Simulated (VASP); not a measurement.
# Ag (Fm-3m) in VASP: single point with PBE

Aim: the single point of Ag with PBE.

Program: VASP 6.6.1. These are calculated values, not measurements. Logs are shortened: lines on timing, memory, paths and dates and some standing lists are left out, and cuts for length are marked.

## 1. The cell of the first run

It takes space group Fm-3m (No. 225, cubic). The conventional cell has a = 4.090 Å, b = 4.090 Å, c = 4.090 Å, α = 90.00°, β = 90.00°, γ = 90.00°. Within 3.8 Å of Ag (site symmetry m-3m) lie 12 Ag at 2.89 Å.

## 2. Single point, PBE

The input, INCAR:

```
SYSTEM = Ag
PREC = Accurate
ENCUT = 520
EDIFF = 1E-6
ISMEAR = 0
SIGMA = 0.05
LREAL = .FALSE.
LASPH = .TRUE.
NELM = 80
ALGO = Fast
ISIF = 2
LWAVE = .FALSE.
LCHARG = .FALSE.
GGA = PE
NBANDS = 12
```

The input, KPOINTS:

```
regular mesh
0
G
  8 8 8
  0 0 0
```

The input, POSCAR:

```
Ag
1.0
    0.0000000000      2.0450000000      2.0450000000
    2.0450000000      0.0000000000      2.0450000000
    2.0450000000      2.0450000000      0.0000000000
Ag
1
Direct
    0.0000000000      0.0000000000      0.0000000000
```

Potentials or basis: VASP PAW PBE potentials, release 64 (Ag).

Launch:

```
cat potpaw_PBE.64/Ag/POTCAR > POTCAR
mpirun -np 1 vasp_std > vasp.out
```

OUTCAR:

```text
SYSTEM = Ag
   PREC = Accurate
   ENCUT = 520
   EDIFF = 1E-6
   ISMEAR = 0
   LREAL = .FALSE.
   LASPH = .TRUE.
   NELM = 80
   ISIF = 2
   GGA = PE

 ion  position               nearest neighbor table
   1  0.000  0.000  0.000-

  LATTYP: Found a face centered cubic cell.
 ALAT       =     4.0900000000

  Lattice vectors:

 A1 = (   0.0000000000,   2.0450000000,   2.0450000000)
 A2 = (   2.0450000000,   0.0000000000,   2.0450000000)
 A3 = (   2.0450000000,   2.0450000000,   0.0000000000)

Analysis of symmetry for initial positions (statically):
=====================================================================
 Subroutine PRICEL returns:
 Original cell was already a primitive cell.

 Routine SETGRP: Setting up the symmetry group for a
 face centered cubic supercell.

 Subroutine GETGRP returns: Found 48 space group operations
 (whereof 48 operations were pure point group operations)
 out of a pool of 48 trial point group operations.

The static configuration has the point symmetry O_h .

Analysis of symmetry for dynamics (positions and initial velocities):
=====================================================================
 Subroutine PRICEL returns:
 Original cell was already a primitive cell.

 Routine SETGRP: Setting up the symmetry group for a
 face centered cubic supercell.

 Subroutine GETGRP returns: Found 48 space group operations
 (whereof 48 operations were pure point group operations)
 out of a pool of 48 trial point group operations.

The dynamic configuration has the point symmetry O_h .

 Subroutine INISYM returns: Found 48 space group operations
 (whereof 48 operations are pure point group operations),
 and found     1 'primitive' translations

----------------------------------------------------------------------------------------

                                     Primitive cell

  volume of cell :      17.1045

  direct lattice vectors                    reciprocal lattice vectors
     0.000000000  2.045000000  2.045000000    -0.244498778  0.244498778  0.244498778
     2.045000000  0.000000000  2.045000000     0.244498778 -0.244498778  0.244498778
     2.045000000  2.045000000  0.000000000     0.244498778  0.244498778 -0.244498778

  length of vectors
     2.892066735  2.892066735  2.892066735     0.423484305  0.423484305  0.423484305

  position of ions in fractional coordinates (direct lattice)
     0.000000000  0.000000000  0.000000000

  ion indices of the primitive-cell ions
   primitive index   ion index
                 1           1

----------------------------------------------------------------------------------------

 KPOINTS: regular mesh

Automatic generation of k-mesh.
 Grid dimensions read from file:
 generate k-points for:    8    8    8

 Generating k-lattice:

  Cartesian coordinates                     Fractional coordinates (reciprocal lattice)
    -0.030562347  0.030562347  0.030562347     0.125000000  0.000000000  0.000000000
     0.030562347 -0.030562347  0.030562347     0.000000000  0.125000000  0.000000000
     0.030562347  0.030562347 -0.030562347     0.000000000  0.000000000  0.125000000

  Length of vectors
     0.052935538  0.052935538  0.052935538

  Shift w.r.t. Gamma in fractional coordinates (k-lattice)
     0.000000000  0.000000000  0.000000000

 Subroutine IBZKPT returns following result:
 ===========================================

 Found     29 irreducible k-points:

 Following reciprocal coordinates:
            Coordinates               Weight
  0.000000  0.000000  0.000000      1.000000
  0.125000  0.000000  0.000000      8.000000
  0.250000  0.000000  0.000000      8.000000
  0.375000  0.000000  0.000000      8.000000
  0.500000  0.000000  0.000000      4.000000
  0.125000  0.125000  0.000000      6.000000
[... 16 lines left out ...]
  0.500000  0.250000  0.125000     48.000000
 -0.375000  0.250000  0.125000     24.000000
 [... further k-points ...]
   k-points           NKPTS =     29   k-points in BZ     NKDIM =     29   number of bands    NBANDS=     12
   number of dos      NEDOS =    301   number of ions     NIONS =      1
   total plane-waves  NPLWV =  13824
   dimension x,y,z NGX =    24 NGY =   24 NGZ =   24
   dimension x,y,z NGXF=    48 NGYF=   48 NGZF=   48
   ions per type =               1
   NGX,Y,Z   is equivalent  to a cutoff of  13.80, 13.80, 13.80 a.u.
   NGXF,Y,Z  is equivalent  to a cutoff of  27.59, 27.59, 27.59 a.u.
 SYSTEM =  Ag
   PREC   = accura    normal or accurate (medium, high low for compatibility)
   ISTART =      0    job   : 0-new  1-cont  2-samecut
   ICHARG =      2    charge: 1-file 2-atom 10-const
   ISPIN  =      1    spin polarized calculation?
   LNONCOLLINEAR =      F non collinear calculations
   LSORBIT =      F    spin-orbit coupling
   LASPH  =      T    aspherical Exc in radial PAW
   ENCUT  =  520.0 eV  38.22 Ry    6.18 a.u.   5.38  5.38  5.38*2*pi/ulx,y,z
   NELM   =     80;   NELMIN=  2; NELMDL= -5     # of ELM steps
   EDIFF  = 0.1E-05   stopping-criterion for ELM
   LREAL  =      F    real-space projection
   EDIFFG = 0.1E-04   stopping-criterion for IOM
   NSW    =      0    number of steps for IOM
   IBRION =     -1    ionic relax: 0-MD 1-quasi-New 2-CG
   NFREE  =      0    steps in history (QN), initial steepest desc. (CG)
   ISIF   =      2    stress and relaxation
   ISYM   =      2    0-nonsym 1-usesym 2-fastsym
   POTIM  = 0.5000    time-step for ionic-motion
   TEBEG  =    0.0;   TEEND  =   0.0 temperature during run
   PSTRESS=    0.0 pullay stress
   NELECT =      11.0000    total number of electrons
   NUPDOWN=      -1.0000    fix difference up-down
   EMIN   =  10.00;   EMAX   =-10.00  energy-range for DOS
   EFERMI =   0.00;   METHOD = LEGACY
   ISMEAR =     0;   SIGMA  =   0.05  broadening in eV -4-tet -1-fermi 0-gaus
   EFERMI_NEDOS =   21; number of points for ismear=-14 and -15
   IALGO  =     68    algorithm
   IMIX   =      4    mixing-type and parameters
     AMIX     =   0.40;   BMIX     =  1.00
     AMIX_MAG =   1.60;   BMIX_MAG =  1.00
  volume/ion in A,a.u.               =      17.10       115.43
  Fermi-wavevector in a.u.,A,eV,Ry     =   1.413088  2.670348 27.168338  1.996817
  Thomas-Fermi vector in A             =   2.534769
   LORBIT       =      0    0 simple, 1 ext, 2 COOP (PROOUT), +10 PAW based schemes
   GGA     = PE    functional components
   LHFCALC =     F    Hartree Fock is set to
   AEXX    =    0.0000 exact exchange contribution
   IVDW    =     0    specifies the selected vdW correction
   LEPSILON=     F    determine dielectric tensor
   LRPA    =     F    only Hartree local field effects (RPA)
 non-spin polarized calculation
 RMM-DIIS sequential band-by-band and
 Gauss-broadening in eV      SIGMA  =   0.05
  energy-cutoff  :      520.00
  volume of cell :       17.10
 maximum number of plane-waves:       477
 NGX is ok and might be reduce to    24
   NGX = 11   NGY = 11   NGZ = 11

 number of electron      10.9999999 magnetization

 Free energy of the ion-electron system (eV)
  ---------------------------------------------------
  ext. energy  EPLUGINS =         0.00000000
  ---------------------------------------------------
  free energy    TOTEN  =        -2.67830949 eV

  energy without entropy =       -2.67679272  energy(sigma->0) =       -2.67755111

 E-fermi :   8.1549     XC(G=0): -12.1897

 val. band max:        8.1176277922   @ k =   0.5000   0.2500   0.1250
 cond. band min:       8.6095851763   @ k =   0.5000   0.3750   0.1250
 fundamental gap:      0.4919573842
 Fermi energy:         8.1549090706

 k-point     1 :       0.0000    0.0000    0.0000
  band No.  band energies     occupation
      1       0.6423      2.00000
      2       3.5978      2.00000
      3       3.5978      2.00000
      4       3.5978      2.00000
      5       4.6267      2.00000
      6       4.6267      2.00000
      7      24.4048      0.00000
      8      27.9641      0.00000
      9      27.9641      0.00000
     10      27.9641      0.00000
     11      32.7605      0.00000
     12      33.8855      0.00000

 k-point     2 :       0.1250    0.0000    0.0000
  band No.  band energies     occupation
      1       1.1121      2.00000
      2       3.5105      2.00000
      3       3.7152      2.00000
      4       3.7152      2.00000
      5       4.5926      2.00000
      6       4.5926      2.00000
      7      23.9193      0.00000
      8      25.5165      0.00000
      9      28.1250      0.00000
     10      28.1250      0.00000
     11      31.8097      0.00000
     12      33.2233      0.00000

 k-point     3 :       0.2500    0.0000    0.0000
  band No.  band energies     occupation
      1       2.0179      2.00000
      2       3.7970      2.00000
      3       3.7970      2.00000
      4       3.8400      2.00000
      5       4.7504      2.00000
      6       4.7504      2.00000
      7      19.5071      0.00000
      8      24.9886      0.00000
      9      27.9985      0.00000
     10      27.9985      0.00000
     11      31.2552      0.00000
     12      31.6606      0.00000
[... 286 lines left out ...]
 k-point    23 :       0.5000    0.2500    0.1250
  band No.  band energies     occupation
      1       2.7283      2.00000
      2       3.2937      2.00000
      3       3.6330      2.00000
      4       4.3727      2.00000
      5       5.1317      2.00000
      6       8.1176      1.70833
      7      15.7377      0.00000
      8      20.1449      0.00000
      9      22.4611      0.00000
     10      27.4554      0.00000
     11      30.9280      0.00000
     12      34.3667      0.00000

 k-point    24 :      -0.3750    0.2500    0.1250
  band No.  band energies     occupation
      1       2.6724      2.00000
      2       3.1498      2.00000
      3       4.0301      2.00000
      4       4.1961      2.00000
      5       5.3429      2.00000
      6      10.6750      0.00000
      7      12.3247      0.00000
      8      20.7797      0.00000
      9      20.9463      0.00000
     10      26.8581      0.00000
     11      31.6044      0.00000
     12      35.6546      0.00000

 [... further k-points ...]

------------------------ aborting loop because EDIFF is reached ----------------------------------------

  FORCE on cell =-STRESS in cart. coord.  units (eV):
  Direction    XX          YY          ZZ          XY          YZ          ZX
  --------------------------------------------------------------------------------------
  -------------------------------------------------------------------------------------
  Total        0.5123195      0.5123195      0.5123195     -0.0000000     -0.0000000     -0.0000000
  in kB       47.9889852     47.9889852     47.9889852     -0.0000000     -0.0000000     -0.0000000
  external PRESSURE =      47.9889852 kB  Pullay stress =       0.0000000 kB

 VOLUME and BASIS-vectors are now :
 -----------------------------------------------------------------------------
  energy-cutoff  :      520.00
  volume of cell :       17.10
      direct lattice vectors                 reciprocal lattice vectors
     0.000000000  2.045000000  2.045000000    -0.244498778  0.244498778  0.244498778
     2.045000000  0.000000000  2.045000000     0.244498778 -0.244498778  0.244498778
     2.045000000  2.045000000  0.000000000     0.244498778  0.244498778 -0.244498778

 POSITION                                       TOTAL-FORCE (eV/Angst)
 -----------------------------------------------------------------------------------
      0.00000      0.00000      0.00000         0.000000      0.000000     -0.000000
 -----------------------------------------------------------------------------------
    total drift:                               -0.000000      0.000000     -0.000000

  FREE ENERGIE OF THE ION-ELECTRON SYSTEM (eV)
  ---------------------------------------------------
  free  energy   TOTEN  =        -2.6783094916 eV

  energy  without entropy=       -2.6767927213  energy(sigma->0) =       -2.67755111
```

Wall time 8.7 s (1 thread of Intel Xeon 8259CL, shared host); peak memory 0.14 GiB.

Results:

| Property | Result |
| --- | --- |
| Free energy | -2.6783 eV |
| Pressure | 4.8 GPa |

Levels at points of the mesh, in eV from the Fermi level:
| k point | band 2 | band 3 | band 4 | band 5 | band 6 | band 7 | band 8 | band 9 | band 10 | band 11 |
| --- | --- | --- | --- | --- | --- | --- | --- | --- | --- | --- |
| (0.00, 0.00, 0.00) | -4.56 | -4.56 | -4.56 | -3.53 | -3.53 | 16.25 | 19.81 | 19.81 | 19.81 | 24.61 |
| (0.50, 0.00, 0.00) | -4.58 | -4.58 | -2.74 | -2.74 | -0.16 | 3.82 | 15.48 | 18.07 | 18.07 | 23.05 |
| (0.50, 0.50, 0.00) | -6.05 | -2.77 | -2.53 | -2.53 | 1.84 | 6.95 | 10.88 | 10.88 | 17.38 | 17.44 |
